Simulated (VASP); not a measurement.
# CuO (P6_3mc) in VASP: settings compared, part 2 of 2

VASP 6.6.1. The steps go on from the part before.

### 3 Single point, r2SCAN+U

The input, POSCAR:

```
CuO
1.0
    3.2880244300      0.0000000000      0.0000000000
   -1.6440122100      2.8475126800      0.0000000000
    0.0000000000      0.0000000000      5.3850248600
Cu O
2 2
Direct
    0.6666666667      0.3333333333      0.0000000000
    0.3333333333      0.6666666667      0.5000000000
    0.6666666667      0.3333333333      0.6252000000
    0.3333333333      0.6666666667      0.1252000000
```

The input, INCAR.step1:

```
ALGO = Normal
EDIFF = 1E-5
ENCUT = 770
GGA = PE
GGA_COMPAT = False
ISMEAR = -1
LASPH = True
LCHARG = False
LDAU = True
LDAUJ = 0 0
LDAUL = 2 -1
LDAUTYPE = 2
LDAUU = 5.3 0
LMAXMIX = 4
LREAL = False
LWAVE = True
NBANDS = 33
NELM = 200
PREC = Accurate
SIGMA = 0.05
```

The input, INCAR.step2:

```
ALGO = Normal
EDIFF = 1E-6
ENCUT = 770
GGA_COMPAT = False
ISIF = 2
ISMEAR = -1
ISTART = 1
LASPH = True
LCHARG = True
LDAU = True
LDAUJ = 0 0
LDAUL = 2 -1
LDAUPRINT = 1
LDAUTYPE = 2
LDAUU = 5.3 0
LELF = True
LMAXMIX = 4
LMIXTAU = True
LREAL = False
LVHAR = True
LWAVE = False
METAGGA = R2SCAN
NBANDS = 33
NELM = 200
PREC = Accurate
SIGMA = 0.05
```

The input, KPOINTS:

```
k-points
0
Gamma
  9 9 5
```

Potentials or basis: VASP PAW PBE potentials, release 64 (Cu_sv_GW, O).

The run is started by

```sh
$ cat potpaw_PBE.64/Cu_sv_GW/POTCAR potpaw_PBE.64/O/POTCAR > POTCAR
$ cp INCAR.step1 INCAR
$ mpirun -np 1 vasp_std > vasp.out
$ cp INCAR.step2 INCAR
$ mpirun -np 1 vasp_std > vasp.out
```

Run time: 4.2 min. Hardware: 1 thread of Intel Xeon 6975P-C (Granite Rapids), shared host; peak memory 0.28 GiB.

The run converged. Its results:

```yaml
Free_energy: -30.7495 eV
Pressure: -15.6 GPa
Largest_force: 0.004 eV/Å
Band_gap_on_the_k_mesh: zero (bands 25 and 26 overlap by 1.51 eV)
```

Forces in eV/Å, atoms in the order of the input:
```
Cu   0.000  0.000  0.004
Cu   0.000  0.000  0.004
O    0.000  0.000 -0.004
O    0.000  0.000 -0.004
```

Stress tensor (GPa, compression positive):
```
-16.43   0.00   0.00
  0.00 -16.43   0.00
  0.00   0.00 -14.07
```

Levels at points of the mesh, in eV from the Fermi level:
| k point | band 21 | band 22 | band 23 | band 24 | band 25 | band 26 | band 27 | band 28 | band 29 | band 30 |
| --- | --- | --- | --- | --- | --- | --- | --- | --- | --- | --- |
| (0.00, 0.00, 0.00) | -1.95 | 0.05 | 0.05 | 0.66 | 0.83 | 0.83 | 1.94 | 6.87 | 8.71 | 14.85 |

Eigenvalues of the final occupation matrices:
| site | spin | trace | eigenvalues |
| --- | --- | --- | --- |
| site 1 d | 1 | 4.51 | 0.87 0.87 0.90 0.94 0.94 |
| site 1 d | 2 | 4.51 | 0.87 0.87 0.90 0.94 0.94 |
| site 2 d | 1 | 4.51 | 0.87 0.87 0.90 0.94 0.94 |
| site 2 d | 2 | 4.51 | 0.87 0.87 0.90 0.94 0.94 |

Caveat: the cell stands under tension; the PAW data sets were made with another functional, which shifts forces and pressure a little; U without spin polarisation on a metal has little footing.

### 4 Single point, PBE+U

The input, INCAR:

```
SYSTEM = CuO
PREC = Accurate
ENCUT = 520
EDIFF = 1E-7
ISMEAR = -1
SIGMA = 0.05
LREAL = .FALSE.
LASPH = .TRUE.
NELM = 150
ALGO = Normal
ISIF = 2
LWAVE = .FALSE.
LCHARG = .FALSE.
LMAXMIX = 4
LDAU = .TRUE.
LDAUTYPE = 2
LDAUL = 2 -1
LDAUU = 1 0
LDAUJ = 0 0
LDAUPRINT = 1
GGA = PE
NBANDS = 25
```

The input, KPOINTS:

```
regular mesh
0
G
  9 9 5
  0 0 0
```

POSCAR is that of step 3.

Potentials or basis: VASP PAW PBE potentials, release 64 (Cu, O).

The run is started by

```sh
$ cat potpaw_PBE.64/Cu/POTCAR potpaw_PBE.64/O/POTCAR > POTCAR
$ mpirun -np 1 vasp_std > vasp.out
```

Run time: 76 s. Hardware: 1 thread of Intel Xeon 8259CL, shared host; peak memory 0.18 GiB.

The run converged. Its results:

```
Free energy            : -18.2111 eV
Pressure               : -9.0 GPa
Largest force          : 0.066 eV/Å
Band gap on the k mesh : zero (bands 17 and 18 overlap by 1.35 eV)
```

Forces in eV/Å, atoms in the order of the input:
```
Cu   0.000  0.000 -0.066
Cu   0.000  0.000 -0.066
O    0.000  0.000  0.066
O    0.000  0.000  0.066
```

Stress tensor (GPa, compression positive):
```
-9.42  0.00  0.00
 0.00 -9.42  0.00
 0.00  0.00 -8.01
```

Levels at points of the mesh, in eV from the Fermi level:
```
           k point  band 15  band 16  band 17  band 18  band 19  band 20
(0.00, 0.00, 0.00)     0.03     0.65     0.75     0.75     1.12     5.84
```

Eigenvalues of the final occupation matrices:
| site | spin | trace | eigenvalues |
| --- | --- | --- | --- |
| site 1 d | 1 | 4.58 | 0.89 0.89 0.90 0.95 0.95 |
| site 1 d | 2 | 4.58 | 0.89 0.89 0.90 0.95 0.95 |
| site 2 d | 1 | 4.58 | 0.89 0.89 0.90 0.95 0.95 |
| site 2 d | 2 | 4.58 | 0.89 0.89 0.90 0.95 0.95 |

Caveat: the cell stands under tension; U without spin polarisation on a metal has little footing.

### 5 Single point, PBE+U

The input, INCAR:

```
  PREC = Accurate
  ENCUT = 520
  EDIFF = 1E-7
  ISMEAR = -1
  SIGMA = 0.05
  LREAL = F
  LASPH = T
  NELM = 150
  ALGO = Normal
  ISIF = 2
  LWAVE = F
  LCHARG = F
  LMAXMIX = 4
  LDAU = T
  LDAUTYPE = 2
  LDAUL = 2 -1
  LDAUU = 2 0
  LDAUJ = 0 0
  LDAUPRINT = 1
  GGA = PE
  NBANDS = 25
```

The input, KPOINTS:

```
regular mesh
0
Gamma
  9 9 5
```

POSCAR is that of step 4.

Potentials or basis: VASP PAW PBE potentials, release 64 (Cu, O).

The run is started by

```sh
$ cat potpaw_PBE.64/Cu/POTCAR potpaw_PBE.64/O/POTCAR > POTCAR
$ mpirun -np 1 vasp_std > vasp.out
```

OUTCAR:

```text
PREC = Accurate
   ENCUT = 520
   EDIFF = 1E-7
   ISMEAR = -1
   LREAL = F
   LASPH = T
   NELM = 150
   ISIF = 2
   GGA = PE

 ion  position               nearest neighbor table
   1  0.667  0.333  0.000-   4 2.01   4 2.01   4 2.01   3 2.02
   2  0.333  0.667  0.500-   3 2.01   3 2.01   3 2.01   4 2.02
   3  0.667  0.333  0.625-   2 2.01   2 2.01   2 2.01   1 2.02
   4  0.333  0.667  0.125-   1 2.01   1 2.01   1 2.01   2 2.02

  LATTYP: Found a hexagonal cell.
 ALAT       =     3.2880244300
[... 933 lines left out ...]
     24      13.1835      0.00000
     25      16.3301      0.00000

 [... further k-points ...]
[... 5 lines left out ...]
  --------------------------------------------------------------------------------------
  -------------------------------------------------------------------------------------
  Total       -3.0595649     -3.0595649     -2.5864882     -0.0000000      0.0000000     -0.0000000
  in kB      -97.2258692    -97.2258689    -82.1925906     -0.0000002      0.0000000     -0.0000000
  external PRESSURE =     -92.2147762 kB  Pullay stress =       0.0000000 kB

 VOLUME and BASIS-vectors are now :
 -----------------------------------------------------------------------------
  energy-cutoff  :      520.00
  volume of cell :       50.42
      direct lattice vectors                 reciprocal lattice vectors
     3.288024430  0.000000000  0.000000000     0.304133993  0.175591843  0.000000000
    -1.644012210  2.847512680  0.000000000     0.000000000  0.351183686  0.000000000
     0.000000000  0.000000000  5.385024860     0.000000000  0.000000000  0.185700164

 POSITION                                       TOTAL-FORCE (eV/Angst)
 -----------------------------------------------------------------------------------
      1.64401      0.94917      0.00000        -0.000000     -0.000000     -0.057831
      0.00000      1.89834      2.69251        -0.000000      0.000000     -0.057831
      1.64401      0.94917      3.36672        -0.000000     -0.000000      0.057831
      0.00000      1.89834      0.67421         0.000000      0.000000      0.057831
 -----------------------------------------------------------------------------------
    total drift:                               -0.000000     -0.000000     -0.000464

  FREE ENERGIE OF THE ION-ELECTRON SYSTEM (eV)
  ---------------------------------------------------
  free  energy   TOTEN  =       -17.4601561588 eV

  energy  without entropy=      -17.4117926794  energy(sigma->0) =      -17.43597442
```

stdout:

```text
POSCAR found type information on POSCAR CuO
 POSCAR found :  2 types and       4 ions
 scaLAPACK will be used
 LDA part: xc-table for (Slater+PW92), standard interpolation
 POSCAR, INCAR and KPOINTS ok, starting setup
 FFT: planning ... GRIDC
 FFT: planning ... GRID_SOFT
 FFT: planning ... GRID
 WAVECAR not read
 entering main loop
```

Run time: 57 s. Hardware: 1 thread of Intel Xeon 8259CL, shared host; peak memory 0.18 GiB.

What came out:

| Quantity | Value |
| --- | --- |
| Free energy | -17.4602 eV |
| Pressure | -9.2 GPa |
| Largest force | 0.058 eV/Å |
| Band gap on the k mesh | zero (bands 17 and 18 overlap by 1.37 eV) |

Forces in eV/Å, atoms in the order of the input:
```
Cu   0.000  0.000 -0.058
Cu   0.000  0.000 -0.058
O    0.000  0.000  0.058
O    0.000  0.000  0.058
```

Stress tensor (GPa, compression positive):
```
-9.72  0.00  0.00
 0.00 -9.72  0.00
 0.00  0.00 -8.22
```

Eigenvalues of the final occupation matrices:
```tsv
site	spin	trace	eigenvalues
site 1 d	1	4.59	0.89 0.89 0.91 0.95 0.95
site 1 d	2	4.59	0.89 0.89 0.91 0.95 0.95
site 2 d	1	4.59	0.89 0.89 0.91 0.95 0.95
site 2 d	2	4.59	0.89 0.89 0.91 0.95 0.95
```

Caveat: the cell stands under tension; U without spin polarisation on a metal has little footing.

### 6 The runs side by side

| task | level | potentials or basis | U | cell | cutoff (eV) | gap on the mesh (eV) | pressure (GPa) | largest force (eV/Å) |
| --- | --- | --- | --- | --- | --- | --- | --- | --- |
| relaxation of cell and atoms | r2SCAN | VASP PAW PBE potentials, release 64 (Cu, O) | - | relaxed | 600 | none | 0.1 | - |
| single point | r2SCAN+U | VASP PAW PBE potentials, release 64 (Cu_sv_GW, O) | Cu d U = 5.3 eV | as given | 770 | none | -15.6 | - |
| single point | PBE+U | VASP PAW PBE potentials, release 64 (Cu, O) | Cu d U = 1.0 eV | as given | 520 | none | -9.0 | 0.07 |
| single point | PBE+U | VASP PAW PBE potentials, release 64 (Cu, O) | Cu d U = 2.0 eV | as given | 520 | none | -9.2 | 0.06 |

Alike in all rows: no spin polarisation; k mesh 9 × 9 × 5; smearing fermi-dirac 0.05 eV.

Caveats: the cell stands under tension (at least some runs); U without spin polarisation on a metal has little footing (at least some runs); the PAW data sets were made with another functional, which shifts forces and pressure a little (at least some runs); semilocal functionals often make such compounds metallic where correlation or magnetic order opens a gap, which also shifts bond lengths (at least some runs).

Absolute energies hang on the potentials; compare differences alone.
